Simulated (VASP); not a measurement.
# LiNbO3 in VASP: a series of runs

LiNbO3 is run at these levels: HSE06; tasks: single point.

Everything below comes from runs of VASP 6.6.1. Logs are shortened: lines on timing, memory, paths and dates and some standing lists are left out, and cuts for length are marked.

## (1) The cell of the first run

It takes space group Cmmm (No. 65, orthorhombic). Conventional cell: a = 5.521 Å, b = 5.604 Å, c = 3.933 Å, α = 90.00°, β = 90.00°, γ = 90.00°. Within 3.6 Å of Li (site symmetry mmm) lie 12 O at 2.76 to 2.80 Å and 8 Nb at 3.39 to 3.42 Å. Nb (site symmetry mmm) has 6 O at 1.97 Å within 2.6 Å. Within 2.6 Å of O (site symmetry mmm) lie 2 Nb at 1.97 Å. O (site symmetry 2/m) has 2 Nb at 1.97 Å within 2.6 Å.

## (2) Single point, HSE06 (shear xy strain -1.5%)

POSCAR

```
LiNbO3
1.0
    3.9331683525     -0.0294987626      0.0000000000
   -0.0294987626      3.9331683525      0.0000000000
    0.0000000000      0.0000000000      3.9331683525
Li Nb O
1 1 3
Direct
    0.0000000000      0.0000000000      0.0000000000
    0.5000000000      0.5000000000      0.5000000000
    0.5000000000      0.5000000000      0.0000000000
    0.5000000000      0.0000000000      0.5000000000
    0.0000000000      0.5000000000      0.5000000000
```

INCAR.step1

```
SYSTEM = LiNbO3
PREC = Accurate
ENCUT = 520
EDIFF = 1E-5
ISMEAR = 0
SIGMA = 0.01
LREAL = .False.
LASPH = .True.
NELM = 100
ALGO = Normal
ISIF = 2
LWAVE = .True.
LCHARG = .False.
NBANDS = 25
GGA = PE
```

INCAR.step2

```
SYSTEM = LiNbO3
PREC = Accurate
ENCUT = 520
EDIFF = 1E-6
ISMEAR = 0
SIGMA = 0.01
LREAL = .False.
LASPH = .True.
NELM = 100
ALGO = Normal
ISIF = 2
LWAVE = .False.
LCHARG = .False.
GGA = PE
LHFCALC = .True.
HFSCREEN = 0.2079
PRECFOCK = Fast
NBANDS = 25
ISTART = 1
```

KPOINTS

```
regular mesh
0
Gamma
  4 4 4
  0 0 0
```

Potentials or basis: VASP PAW PBE potentials, release 64 (Li_sv, Nb_sv, O).

The run is started by

```sh
cat potpaw_PBE.64/Li_sv/POTCAR potpaw_PBE.64/Nb_sv/POTCAR potpaw_PBE.64/O/POTCAR > POTCAR
cp INCAR.step1 INCAR
mpirun -np 1 vasp_std > vasp.out
cp INCAR.step2 INCAR
mpirun -np 1 vasp_std > vasp.out
```

OUTCAR:

```text
SYSTEM = LiNbO3
   PREC = Accurate
   ENCUT = 520
   EDIFF = 1E-6
   ISMEAR = 0
   LREAL = .False.
   LASPH = .True.
   NELM = 100
   ISIF = 2
   GGA = PE
   LHFCALC = .True.
   HFSCREEN = 0.2079
   PRECFOCK = Fast
   ISTART = 1

 ion  position               nearest neighbor table
   1  0.000  0.000  0.000-
   2  0.500  0.500  0.500-   3 1.97   3 1.97   5 1.97   4 1.97   4 1.97   5 1.97
   3  0.500  0.500  0.000-   2 1.97   2 1.97
   4  0.500  0.000  0.500-   2 1.97   2 1.97
   5  0.000  0.500  0.500-   2 1.97   2 1.97

  LATTYP: Found a base centered orthorhombic cell.
 ALAT       =     5.5206224771
 B/A-ratio  =     1.0151133501
 C/A-ratio  =     0.7124501574

  Lattice vectors:

 A1 = (   3.9331683525,  -0.0294987626,   0.0000000000)
 A2 = (  -0.0294987626,   3.9331683525,   0.0000000000)
 A3 = (   0.0000000000,   0.0000000000,   3.9331683525)

Analysis of symmetry for initial positions (statically):
=====================================================================
 Subroutine PRICEL returns:
 Original cell was already a primitive cell.

 Routine SETGRP: Setting up the symmetry group for a
 base centered orthorhombic supercell.

 Subroutine GETGRP returns: Found  8 space group operations
 (whereof  8 operations were pure point group operations)
 out of a pool of  8 trial point group operations.

The static configuration has the point symmetry D_2h.

Analysis of symmetry for dynamics (positions and initial velocities):
=====================================================================
 Subroutine PRICEL returns:
 Original cell was already a primitive cell.

 Routine SETGRP: Setting up the symmetry group for a
 base centered orthorhombic supercell.

 Subroutine GETGRP returns: Found  8 space group operations
 (whereof  8 operations were pure point group operations)
 out of a pool of  8 trial point group operations.

The dynamic configuration has the point symmetry D_2h.

 Subroutine INISYM returns: Found  8 space group operations
 (whereof  8 operations are pure point group operations),
 and found     1 'primitive' translations

----------------------------------------------------------------------------------------

                                     Primitive cell

[... 98 lines left out ...]
   ISIF   =      2    stress and relaxation
   ISYM   =      3    0-nonsym 1-usesym 2-fastsym
   POTIM  = 0.5000    time-step for ionic-motion
   TEBEG  =    0.0;   TEEND  =   0.0 temperature during run
   PSTRESS=    0.0 pullay stress
   NELECT =      34.0000    total number of electrons
   NUPDOWN=      -1.0000    fix difference up-down
   EMIN   =  10.00;   EMAX   =-10.00  energy-range for DOS
   EFERMI =   0.00;   METHOD = LEGACY
   ISMEAR =     0;   SIGMA  =   0.01  broadening in eV -4-tet -1-fermi 0-gaus
   EFERMI_NEDOS =   21; number of points for ismear=-14 and -15
   IALGO  =     38    algorithm
   IMIX   =      1    mixing-type and parameters
     AMIX     =   0.40;   BMIX     =  1.00
     AMIX_MAG =   1.60;   BMIX_MAG =  1.00
  volume/ion in A,a.u.               =      12.17        82.12
  Fermi-wavevector in a.u.,A,eV,Ry     =   1.348446  2.548193 24.739546  1.818305
  Thomas-Fermi vector in A             =   2.476114
   LORBIT       =      0    0 simple, 1 ext, 2 COOP (PROOUT), +10 PAW based schemes
   GGA     = PE    functional components
   LHFCALC =     T    Hartree Fock is set to
   PRECFOCK=fast      Normal, Fast or Accurate (Low or Medium for compatibility)
   ENCUT4O =  -1.0   cutoff for four orbital integrals eV
   NKREDX  =     1    reduce k-point grid by
   NKREDY  =     1    reduce k-point grid by
   NKREDZ  =     1    reduce k-point grid by
   AEXX    =    0.2500 exact exchange contribution
   HFSCREEN=    0.2079 screening length (either q_TF or 0.3 A-1)
   HFSCREENC=   0.2079 screening length for correlation (either q_TF or 0.3 A-1)
   ENCUTFOCK=  -1.0 apply spherical cutoff to Coloumb kernel
   IVDW    =     0    specifies the selected vdW correction
   LEPSILON=     F    determine dielectric tensor
   LRPA    =     F    only Hartree local field effects (RPA)
 non-spin polarized calculation
 Gauss-broadening in eV      SIGMA  =   0.01
  energy-cutoff  :      520.00
  volume of cell :       60.84
 maximum number of plane-waves:      1654
 NGX is ok and might be reduce to    30
  NGX = 16; NGY = 16; NGZ = 16

 number of electron      33.9999989 magnetization

 Free energy of the ion-electron system (eV)
  ---------------------------------------------------
  ext. energy  EPLUGINS =         0.00000000
  ---------------------------------------------------
  free energy    TOTEN  =       -47.45393238 eV

  energy without entropy =      -47.45393238  energy(sigma->0) =      -47.45393238

 E-fermi :   2.4928     XC(G=0):  -8.2285

 val. band max:        2.3411380015   @ k =   0.5000   0.5000   0.5000
 cond. band min:       5.2989364729   @ k =   0.0000   0.0000   0.0000
 fundamental gap:      2.9577984714
 Fermi energy:         2.4927961499

 k-point     1 :       0.0000    0.0000    0.0000
  band No.  band energies     occupation
      1     -55.9481      2.00000
      2     -45.8771      2.00000
      3     -30.6169      2.00000
      4     -30.6139      2.00000
      5     -30.6104      2.00000
      6     -16.8208      2.00000
[... 577 lines left out ...]
     24      14.2253      0.00000
     25      15.9718      0.00000

------------------------ aborting loop because EDIFF is reached ----------------------------------------

  FORCE on cell =-STRESS in cart. coord.  units (eV):
  Direction    XX          YY          ZZ          XY          YZ          ZX
  --------------------------------------------------------------------------------------
  -------------------------------------------------------------------------------------
  Total       -1.2536562     -1.2536562     -1.2484130      0.4225112      0.0000000      0.0000000
  in kB      -33.0130664    -33.0130664    -32.8749941     11.1261684      0.0000000      0.0000000
  external PRESSURE =     -32.9670423 kB  Pullay stress =       0.0000000 kB

 VOLUME and BASIS-vectors are now :
 -----------------------------------------------------------------------------
  energy-cutoff  :      520.00
  volume of cell :       60.84
      direct lattice vectors                 reciprocal lattice vectors
     3.933168353 -0.029498763  0.000000000     0.254262255  0.001906967  0.000000000
    -0.029498763  3.933168353  0.000000000     0.001906967  0.254262255  0.000000000
     0.000000000  0.000000000  3.933168353     0.000000000  0.000000000  0.254247952

 POSITION                                       TOTAL-FORCE (eV/Angst)
 -----------------------------------------------------------------------------------
      0.00000      0.00000      0.00000        -0.000000      0.000000      0.000000
      1.95183      1.95183      1.96658        -0.000000      0.000000      0.000000
      1.95183      1.95183      0.00000        -0.000000      0.000000      0.000000
      1.96658     -0.01475      1.96658         0.000000      0.000000      0.000000
     -0.01475      1.96658      1.96658         0.000000      0.000000      0.000000
 -----------------------------------------------------------------------------------
    total drift:                               -0.000004     -0.000001     -0.000003

  FREE ENERGIE OF THE ION-ELECTRON SYSTEM (eV)
  ---------------------------------------------------
  free  energy   TOTEN  =       -47.4539323825 eV

  energy  without entropy=      -47.4539323825  energy(sigma->0) =      -47.45393238
```

OSZICAR.step1:

```text
N       E                     dE             d eps       ncg     rms          rms(c)
DAV:   1     0.306793295250E+03    0.30679E+03   -0.17808E+04  1050   0.137E+03
DAV:   2    -0.245894891234E+02   -0.33138E+03   -0.31727E+03  1388   0.434E+02
DAV:   3    -0.468484475982E+02   -0.22259E+02   -0.22122E+02  1714   0.101E+02
DAV:   4    -0.478311228563E+02   -0.98268E+00   -0.97986E+00  1577   0.180E+01
DAV:   5    -0.478472165803E+02   -0.16094E-01   -0.16093E-01  1558   0.200E+00    0.194E+01
DAV:   6    -0.393439009721E+02    0.85033E+01   -0.34213E+01  1518   0.458E+01    0.667E+00
DAV:   7    -0.391757443000E+02    0.16816E+00   -0.23968E+00  1535   0.115E+01    0.386E+00
DAV:   8    -0.391721979908E+02    0.35463E-02   -0.27839E-01  1702   0.536E+00    0.958E-01
DAV:   9    -0.391628155613E+02    0.93824E-02   -0.40163E-02  1601   0.215E+00    0.502E-01
DAV:  10    -0.391637756098E+02   -0.96005E-03   -0.11330E-02  1339   0.813E-01    0.762E-02
DAV:  11    -0.391638130644E+02   -0.37455E-04   -0.66872E-04  1656   0.211E-01    0.545E-02
DAV:  12    -0.391638596732E+02   -0.46609E-04   -0.12011E-04  1218   0.928E-02    0.264E-02
DAV:  13    -0.391638566207E+02    0.30525E-05   -0.33578E-05  1233   0.378E-02
   1 F= -.39163857E+02 E0= -.39163857E+02  d E =-.469629-142
```

Run time: 9 min. Hardware: 1 thread of Intel Xeon Platinum 8559C (Emerald Rapids), shared host; peak memory 0.3 GiB.

Results:

| Quantity | Value |
| --- | --- |
| Free energy | -47.4539 eV |
| Band gap on the k mesh | 2.96 eV (least direct gap 3.83 eV) |

Levels at points of the mesh, in eV from the valence-band top:
```csv
k point,band 14,band 15,band 16,band 17,band 18,band 19,band 20,band 21
"(0.00, 0.00, 0.00)",-1.18,-0.92,-0.91,-0.88,2.96,2.97,2.98,6.10
"(0.50, 0.00, 0.00)",-2.32,-1.59,-0.96,-0.96,3.05,5.93,5.94,7.23
"(0.50, 0.50, 0.00)",-2.17,-2.15,-1.69,-0.02,5.94,6.01,7.31,8.81
"(0.00, 0.00, 0.50)",-2.29,-1.59,-1.01,-0.90,3.05,5.93,5.94,7.23
"(0.50, 0.00, 0.50)",-2.16,-2.16,-1.69,-0.02,5.97,5.97,7.31,8.80
"(0.50, 0.50, 0.50)",-5.08,-0.01,0.00,0.00,7.28,7.30,7.31,8.41
```

Caveat: the cell differs from its parent crystal (shear xy strain -1.5%); the cutoff is under 1.25 times the usual one of these potentials, so pressure, stress and relaxed cells hold a basis-set (Pulay) error; the PAW data sets were made with another functional, which shifts forces and pressure a little.

[end of part 1 of 2]
